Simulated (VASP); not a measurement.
# AsC3N3 (C2) in VASP: single point with PBE

Aim: the single point of AsC3N3 with PBE.

Everything below comes from runs of VASP 6.6.1. Logs are shortened: lines on timing, memory, paths and dates and some standing lists are left out, and cuts for length are marked.

**1. The cell of the first run**

The structure is monoclinic, space group C2 (No. 5). The conventional cell has a = 9.066 Å, b = 6.807 Å, c = 8.799 Å, α = 90.00°, β = 101.20°, γ = 90.00°. Within 2.6 Å of As (site symmetry 1) lie 3 C at 1.97 to 1.98 Å and 1 N at 2.59 Å. C (site symmetry 1) has 1 N at 1.16 Å within 1.6 Å. C (site symmetry 1) has 1 N at 1.16 Å within 1.6 Å. C (site symmetry 1) has 1 N at 1.16 Å within 1.6 Å. N (site symmetry 1) has 1 C at 1.16 Å within 1.6 Å. Within 1.6 Å of N (site symmetry 1) lie 1 C at 1.16 Å. Within 1.6 Å of N (site symmetry 1) lie 1 C at 1.16 Å.

**2. Single point, PBE (19.02 Å³/atom)**

Input file INCAR:

```
SYSTEM = AsC3N3
  PREC = Accurate
  ENCUT = 520
  EDIFF = 1E-6
  ISMEAR = -1
  SIGMA = 0.02
  LREAL = .FALSE.
  LASPH = .TRUE.
  NELM = 100
  ALGO = Normal
  ISIF = 2
  LWAVE = .FALSE.
  LCHARG = .TRUE.
  GGA = PE
  LELF = .TRUE.
  LVHAR = .TRUE.
  NBANDS = 45
```

Input file KPOINTS:

```
Automatic mesh
0
G
  5 5 4
  0 0 0
```

Input file POSCAR:

```
AsC3N3
1.0
    4.5328977926     -3.4033726626      0.0000000000
    4.5328977926      3.4033726626      0.0000000000
   -1.7091540214      0.0000000000      8.6318606383
As C N
2 6 6
Direct
    0.2984879607      0.2985405760      0.2638608648
    0.7014594240      0.7015120393      0.7361391352
   -0.0007676631      0.4363637678      0.3700943562
    0.5636362322      1.0007676631      0.6299056438
    0.2395691769      0.9671911494      0.2507228476
    0.0328088506      0.7604308231      0.7492771524
    0.0923523376      0.3465000353      0.0635068450
    0.6534999647      0.9076476624      0.9364931550
    0.9809940663      0.3901367848      0.9442743597
    0.6098632152      0.0190059337      0.0557256403
    0.2228387118      0.7675483383      0.2492394088
    0.2324516617      0.7771612882      0.7507605912
    0.8357140821      0.5269080206      0.4428862714
    0.4730919794      0.1642859179      0.5571137286
```

Potentials or basis: VASP PAW PBE potentials, release 64 (As, C, N).

Command:

```console
cat potpaw_PBE.64/As/POTCAR potpaw_PBE.64/C/POTCAR potpaw_PBE.64/N/POTCAR > POTCAR
mpirun -np 1 vasp_std > vasp.out
```

OUTCAR:

```text
SYSTEM = AsC3N3
   PREC = Accurate
   ENCUT = 520
   EDIFF = 1E-6
   ISMEAR = -1
   LREAL = .FALSE.
   LASPH = .TRUE.
   NELM = 100
   ISIF = 2
   GGA = PE

 ion  position               nearest neighbor table
   1  0.298  0.299  0.264-   7 1.97   3 1.97   5 1.98
   2  0.701  0.702  0.736-   8 1.97   4 1.97   6 1.98
   3  0.999  0.436  0.370-  13 1.16   1 1.97
   4  0.564  0.001  0.630-  14 1.16   2 1.97
   5  0.240  0.967  0.251-  11 1.16   1 1.98
   6  0.033  0.760  0.749-  12 1.16   2 1.98
   7  0.092  0.347  0.064-   9 1.16   1 1.97
   8  0.653  0.908  0.936-  10 1.16   2 1.97
   9  0.981  0.390  0.944-   7 1.16
  10  0.610  0.019  0.056-   8 1.16
  11  0.223  0.768  0.249-   5 1.16
  12  0.232  0.777  0.751-   6 1.16
  13  0.836  0.527  0.443-   3 1.16
  14  0.473  0.164  0.557-   4 1.16

  LATTYP: Found a base centered monoclinic cell.
 ALAT       =     9.0657955852
 B/A-ratio  =     0.7508161045
 C/A-ratio  =     0.9706202322
 COS(beta)  =    -0.1942343064

  Lattice vectors:

 A1 = (   4.5328977926,  -3.4033726626,   0.0000000000)
 A2 = (   4.5328977926,   3.4033726626,   0.0000000000)
 A3 = (  -1.7091540214,   0.0000000000,   8.6318606383)

Analysis of symmetry for initial positions (statically):
=====================================================================
 Subroutine PRICEL returns:
 Original cell was already a primitive cell.

 Routine SETGRP: Setting up the symmetry group for a
 base centered monoclinic supercell.

 Subroutine GETGRP returns: Found  2 space group operations
 (whereof  2 operations were pure point group operations)
 out of a pool of  4 trial point group operations.

The static configuration has the point symmetry C_2 .

Analysis of symmetry for dynamics (positions and initial velocities):
=====================================================================
 Subroutine PRICEL returns:
 Original cell was already a primitive cell.

 Routine SETGRP: Setting up the symmetry group for a
 base centered monoclinic supercell.

 Subroutine GETGRP returns: Found  2 space group operations
 (whereof  2 operations were pure point group operations)
 out of a pool of  4 trial point group operations.

The dynamic configuration has the point symmetry C_2 .

 Subroutine INISYM returns: Found  2 space group operations
 (whereof  2 operations are pure point group operations),
 and found     1 'primitive' translations

----------------------------------------------------------------------------------------

                                     Primitive cell

  volume of cell :     266.3299

  direct lattice vectors                    reciprocal lattice vectors
     4.532897793 -3.403372663  0.000000000     0.110304715 -0.146913092  0.021840917
     4.532897793  3.403372663  0.000000000     0.110304715  0.146913092  0.021840917
    -1.709154021  0.000000000  8.631860638     0.000000000  0.000000000  0.115849878

  length of vectors
     5.668342604  5.668342604  8.799444616     0.185007060  0.185007060  0.115849878

  position of ions in fractional coordinates (direct lattice)
     0.298487961  0.298540576  0.263860865
     0.701459424  0.701512039  0.736139135
     0.999232337  0.436363768  0.370094356
     0.563636232  0.000767663  0.629905644
     0.239569177  0.967191149  0.250722848
     0.032808851  0.760430823  0.749277152
     0.092352338  0.346500035  0.063506845
     0.653499965  0.907647662  0.936493155
     0.980994066  0.390136785  0.944274360
     0.609863215  0.019005934  0.055725640
     0.222838712  0.767548338  0.249239409
     0.232451662  0.777161288  0.750760591
     0.835714082  0.526908021  0.442886271
     0.473091979  0.164285918  0.557113729

  ion indices of the primitive-cell ions
   primitive index   ion index
                 1           1
                 2           2
                 3           3
                 4           4
                 5           5
                 6           6
                 7           7
                 8           8
                 9           9
                10          10
                11          11
                12          12
                13          13
                14          14

----------------------------------------------------------------------------------------

 KPOINTS: Automatic mesh

Automatic generation of k-mesh.
 Grid dimensions read from file:
 generate k-points for:    5    5    4

 Generating k-lattice:

  Cartesian coordinates                     Fractional coordinates (reciprocal lattice)
     0.022060943 -0.029382618  0.004368183     0.200000000  0.000000000  0.000000000
     0.022060943  0.029382618  0.004368183     0.000000000  0.200000000  0.000000000
     0.000000000  0.000000000  0.028962469     0.000000000  0.000000000  0.250000000

  Length of vectors
     0.037001412  0.037001412  0.028962469

  Shift w.r.t. Gamma in fractional coordinates (k-lattice)
     0.000000000  0.000000000  0.000000000

 Subroutine IBZKPT returns following result:
 ===========================================

 Found     33 irreducible k-points:

 Following reciprocal coordinates:
            Coordinates               Weight
  0.000000  0.000000  0.000000      1.000000
  0.200000  0.000000  0.000000      4.000000
  0.400000  0.000000 -0.000000      4.000000
  0.200000  0.200000  0.000000      2.000000
  0.400000  0.200000  0.000000      4.000000
 -0.400000  0.200000  0.000000      4.000000
[... 16 lines left out ...]
 -0.200000 -0.400000  0.250000      4.000000
 -0.200000 -0.200000  0.250000      2.000000
 [... further k-points ...]
   k-points           NKPTS =     33   k-points in BZ     NKDIM =     33   number of bands    NBANDS=     45
   number of dos      NEDOS =    301   number of ions     NIONS =     14
   total plane-waves  NPLWV = 123480
   dimension x,y,z NGX =    42 NGY =   42 NGZ =   70
   dimension x,y,z NGXF=    84 NGYF=   84 NGZF=  140
   ions per type =               2   6   6
   NGX,Y,Z   is equivalent  to a cutoff of  12.32, 12.32, 13.22 a.u.
   NGXF,Y,Z  is equivalent  to a cutoff of  24.64, 24.64, 26.45 a.u.
 SYSTEM =  AsC3N3
   PREC   = accura    normal or accurate (medium, high low for compatibility)
   ISTART =      0    job   : 0-new  1-cont  2-samecut
   ICHARG =      2    charge: 1-file 2-atom 10-const
   ISPIN  =      1    spin polarized calculation?
   LNONCOLLINEAR =      F non collinear calculations
   LSORBIT =      F    spin-orbit coupling
   LASPH  =      T    aspherical Exc in radial PAW
   ENCUT  =  520.0 eV  38.22 Ry    6.18 a.u.  10.54 10.54 16.36*2*pi/ulx,y,z
   NELM   =    100;   NELMIN=  2; NELMDL= -5     # of ELM steps
   EDIFF  = 0.1E-05   stopping-criterion for ELM
   LREAL  =      F    real-space projection
[... 7 lines left out ...]
   TEBEG  =    0.0;   TEEND  =   0.0 temperature during run
   PSTRESS=    0.0 pullay stress
   NELECT =      64.0000    total number of electrons
   NUPDOWN=      -1.0000    fix difference up-down
   EMIN   =  10.00;   EMAX   =-10.00  energy-range for DOS
   EFERMI =   0.00;   METHOD = LEGACY
   ISMEAR =    -1;   SIGMA  =   0.02  broadening in eV -4-tet -1-fermi 0-gaus
   EFERMI_NEDOS =   21; number of points for ismear=-14 and -15
   IALGO  =     38    algorithm
   IMIX   =      4    mixing-type and parameters
     AMIX     =   0.40;   BMIX     =  1.00
     AMIX_MAG =   1.60;   BMIX_MAG =  1.00
  volume/ion in A,a.u.               =      19.02       128.38
  Fermi-wavevector in a.u.,A,eV,Ry     =   1.017798  1.923359 14.094445  1.035913
  Thomas-Fermi vector in A             =   2.151219
   LORBIT       =      0    0 simple, 1 ext, 2 COOP (PROOUT), +10 PAW based schemes
   GGA     = PE    functional components
   LHFCALC =     F    Hartree Fock is set to
   AEXX    =    0.0000 exact exchange contribution
   IVDW    =     0    specifies the selected vdW correction
   LEPSILON=     F    determine dielectric tensor
   LRPA    =     F    only Hartree local field effects (RPA)
 non-spin polarized calculation
  energy-cutoff  :      520.00
  volume of cell :      266.33
 maximum number of plane-waves:      7209
 NGX is ok and might be reduce to    42
   NGX = 21   NGY = 21   NGZ = 33

 number of electron      63.9999998 magnetization

 Free energy of the ion-electron system (eV)
  ---------------------------------------------------
  ext. energy  EPLUGINS =         0.00000000
  ---------------------------------------------------
  free energy    TOTEN  =      -105.38353181 eV

  energy without entropy =     -105.38353181  energy(sigma->0) =     -105.38353181

 E-fermi :  -2.0122     XC(G=0):  -7.4066

 val. band max:       -2.4211228084   @ k =   0.0000   0.0000   0.0000
 cond. band min:       2.0896060686   @ k =   0.0000   0.0000   0.0000
 fundamental gap:      4.5107288771
 Fermi energy:        -2.0121823647

 k-point     1 :       0.0000    0.0000    0.0000
  band No.  band energies     occupation
      1     -18.4939      2.00000
      2     -18.3073      2.00000
      3     -18.2331      2.00000
      4     -18.1588      2.00000
      5     -18.1360      2.00000
      6     -18.1133      2.00000
[... 36 lines left out ...]
     43       3.8684      0.00000
     44       4.7162      0.00000

 k-point     2 :       0.2000    0.0000    0.0000
  band No.  band energies     occupation
      1     -18.4666      2.00000
      2     -18.3029      2.00000
      3     -18.2216      2.00000
      4     -18.1814      2.00000
      5     -18.1386      2.00000
      6     -18.1247      2.00000
[... 36 lines left out ...]
     43       3.8903      0.00000
     44       4.7779      0.00000

 k-point     3 :       0.4000    0.0000   -0.0000
  band No.  band energies     occupation
      1     -18.4078      2.00000
      2     -18.2942      2.00000
      3     -18.2353      2.00000
      4     -18.1913      2.00000
      5     -18.1543      2.00000
      6     -18.1421      2.00000
[... 36 lines left out ...]
     43       4.3220      0.00000
     44       4.6789      0.00000

 k-point     4 :       0.2000    0.2000    0.0000
  band No.  band energies     occupation
      1     -18.4559      2.00000
      2     -18.2962      2.00000
      3     -18.2238      2.00000
      4     -18.1894      2.00000
      5     -18.1411      2.00000
      6     -18.1194      2.00000
[... 882 lines left out ...]
     43       4.6721      0.00000
     44       4.8051      0.00000

 k-point    23 :      -0.2000   -0.4000    0.2500
  band No.  band energies     occupation
      1     -18.4014      2.00000
      2     -18.2854      2.00000
      3     -18.2291      2.00000
      4     -18.2155      2.00000
      5     -18.1493      2.00000
      6     -18.1332      2.00000
[... 36 lines left out ...]
     43       4.3149      0.00000
     44       4.8149      0.00000

 k-point    24 :      -0.2000   -0.2000    0.2500
  band No.  band energies     occupation
      1     -18.4475      2.00000
      2     -18.3155      2.00000
      3     -18.2171      2.00000
      4     -18.1838      2.00000
      5     -18.1400      2.00000
      6     -18.1220      2.00000
[... 36 lines left out ...]
     43       3.9041      0.00000
     44       4.7753      0.00000

 [... further k-points ...]

 [bands above 44 left out]

------------------------ aborting loop because EDIFF is reached ----------------------------------------

  FORCE on cell =-STRESS in cart. coord.  units (eV):
  Direction    XX          YY          ZZ          XY          YZ          ZX
  --------------------------------------------------------------------------------------
  -------------------------------------------------------------------------------------
  Total        3.0043337      2.8711677      2.7337722      0.0000000      0.0000000     -0.0125963
  in kB       18.0733600     17.2722648     16.4457264      0.0000000      0.0000000     -0.0757762
  external PRESSURE =      17.2637837 kB  Pullay stress =       0.0000000 kB

 VOLUME and BASIS-vectors are now :
 -----------------------------------------------------------------------------
  energy-cutoff  :      520.00
  volume of cell :      266.33
      direct lattice vectors                 reciprocal lattice vectors
     4.532897793 -3.403372663  0.000000000     0.110304715 -0.146913092  0.021840917
     4.532897793  3.403372663  0.000000000     0.110304715  0.146913092  0.021840917
    -1.709154021  0.000000000  8.631860638     0.000000000  0.000000000  0.115849878

 POSITION                                       TOTAL-FORCE (eV/Angst)
 -----------------------------------------------------------------------------------
      2.25529      0.00018      2.27761         0.135022     -0.060542      0.053821
      5.10135      0.00018      6.35425        -0.135022     -0.060542     -0.053821
      5.87486     -1.91565      3.19460         0.127798     -0.279902     -0.220869
      1.48178     -1.91565      5.43726        -0.127798     -0.279902      0.220869
      5.04160      2.47637      2.16420         0.310409      0.225839     -0.009389
      2.31504      2.47637      6.46766        -0.310409      0.225839      0.009389
      1.88073      0.86496      0.54818         0.002154     -0.163529      0.330565
      5.47591      0.86496      8.08368        -0.002154     -0.163529     -0.330565
      4.60129     -2.01091      8.15084        -0.028399      0.197689     -0.385792
      2.75536     -2.01091      0.48102         0.028399      0.197689      0.385792
      4.06333      1.85385      2.15140        -0.379946     -0.244151     -0.005519
      3.29331      1.85385      6.48046         0.379946     -0.244151      0.005519
      5.41967     -1.05098      3.82293        -0.160317      0.324596      0.242234
      1.93698     -1.05098      4.80893         0.160317      0.324596     -0.242234
 -----------------------------------------------------------------------------------
    total drift:                                0.000000      0.000460     -0.000000

  FREE ENERGIE OF THE ION-ELECTRON SYSTEM (eV)
  ---------------------------------------------------
  free  energy   TOTEN  =      -105.3835318071 eV

  energy  without entropy=     -105.3835318071  energy(sigma->0) =     -105.38353181
```

Wall time 6.7 min (1 thread of Intel Xeon Platinum 8259CL at 2.50GHz (Skylake/Cascade Lake), shared host); peak memory 0.52 GiB.

Results:

```
Free energy            : -105.3835 eV
Pressure               : 1.7 GPa
Largest force          : 0.452 eV/Å
Band gap on the k mesh : 4.51 eV
```

Forces on the atoms (eV/Å):
```
As   0.135 -0.061  0.054
As  -0.135 -0.061 -0.054
C    0.128 -0.280 -0.221
C   -0.128 -0.280  0.221
C    0.310  0.226 -0.009
C   -0.310  0.226  0.009
C    0.002 -0.164  0.331
C   -0.002 -0.164 -0.331
N   -0.028  0.198 -0.386
N    0.028  0.198  0.386
N   -0.380 -0.244 -0.006
N    0.380 -0.244  0.006
N   -0.160  0.325  0.242
N    0.160  0.325 -0.242
```

Caveat: an odd mesh through Γ misses points on the zone boundary, where band edges can lie.
